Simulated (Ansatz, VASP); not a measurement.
# BaTiO3 in VASP and in Ansatz

Contents of INCAR:

```
  ALGO = Normal
  EDIFF = 1E-6
  ENCUT = 520
  GGA = PE
  ISIF = 2
  ISMEAR = -1
  LASPH = T
  LCHARG = F
  LREAL = F
  LWAVE = F
  NBANDS = 28
  NELM = 60
  PREC = Accurate
  SIGMA = 0.05
```

KPOINTS

```
k-points
0
Gamma
  8 8 8
```

POSCAR

```
BaTiO3
1.0
    4.0874460000      0.0000000000      0.0000000000
    0.0000000000      4.0874460000      0.0000000000
    0.0000000000      0.0000000000      4.0073000000
Ba Ti O
1 1 3
Direct
    0.5000000000      0.5000000000      0.5000000000
    0.0000000000      0.0000000000      0.0000000000
    0.5000000000      0.0000000000      0.0000000000
    0.0000000000      0.5000000000      0.0000000000
    0.0000000000      0.0000000000      0.5000000000
```

Input for Ansatz:

```yaml
crystal:
  lattice:
    - [4.087446, 0.0, 0.0]
    - [0.0, 4.087446, 0.0]
    - [0.0, 0.0, 4.0073]
  atoms:
    - { symbol: Ba, position: [0.5, 0.5, 0.5] }
    - { symbol: Ti, position: [0.0, 0.0, 0.0] }
    - { symbol: O, position: [0.5, 0.0, 0.0] }
    - { symbol: O, position: [0.0, 0.5, 0.0] }
    - { symbol: O, position: [0.0, 0.0, 0.5] }
kpoints:
  mp_grid: { grid: [8, 8, 8] }
  band_path:
    path:
      - [0.0, 0.0, 0.0]
      - [0.0, 0.5, 0.0]
      - [0.5, 0.5, 0.0]
      - [0.0, 0.0, 0.0]
      - [0.0, 0.0, 0.5]
      - [0.0, 0.5, 0.5]
      - [0.5, 0.5, 0.5]
      - [0.0, 0.0, 0.5]
      - [0.0, 0.5, 0.0]
    npoints: 5
scf:
  occupations: { method: fermi_dirac, width: 0.05 }
hamiltonian:
  xc: pbe
  pseudopotentials: { kind: all_electron, lapw: { basis_error: 0.001 } }
output:
  forces: true
  stress: true
  eigenvalues: true
```

Change from the starting cell: equal xx and yy strain of +2 %.

Alike in both runs: task single point; functional PBE; k mesh 8 × 8 × 8; occupations fermi-dirac, width 0.05 eV; no spin polarisation.

|  | VASP | Ansatz |
| --- | --- | --- |
| version | VASP 6.6.1 | Ansatz 0.2.0 |
| potentials or method | VASP PAW PBE potentials, release 64 (Ba_sv, Ti_sv, O), cutoff 520 eV | all-electron LAPW, scalar-relativistic |

```csv
,VASP,Ansatz,Ansatz less VASP
pressure (GPa),-3.0,-4.6,-1.52
"traceless stress, the component that is largest in VASP (GPa)",2.17,2.09,-0.079
```

Ansatz ran all-electron here, and VASP with PAW potentials.

Spin-orbit coupling is off throughout.
